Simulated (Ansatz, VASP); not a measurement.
Ta in VASP and in Ansatz

```
CELL_PARAMETERS angstrom
-1.65336 1.65336 1.65336
1.65336 -1.65336 1.65336
1.65336 1.65336 -1.65336
ATOMIC_POSITIONS crystal
Ta 0.00000 0.00000 0.00000
```

Alike in both runs: task single point; functional r2SCAN; k mesh 13 × 13 × 13; occupations methfessel-paxton of order 1, width 0.03 eV; no spin polarisation.

|  | VASP | Ansatz |
| --- | --- | --- |
| version | VASP 6.6.1 | Ansatz 0.2.0 |
| potentials or method | VASP PAW PBE potentials, release 64 (Ta_pv), cutoff 520 eV | plane waves (500 eV) with PAW, scalar-relativistic |
| valence electrons in the cell | 11 | 13 |

```csv
,VASP,Ansatz,Ansatz less VASP
pressure (GPa),0.6,-0.1,-0.63
```

VASP's potentials were made for PBE, not for r2SCAN. VASP's potentials hold 11 valence electrons a cell and Ansatz's 13, so a difference there can come from the potentials and not from the codes.

Neither program's run includes spin-orbit coupling.
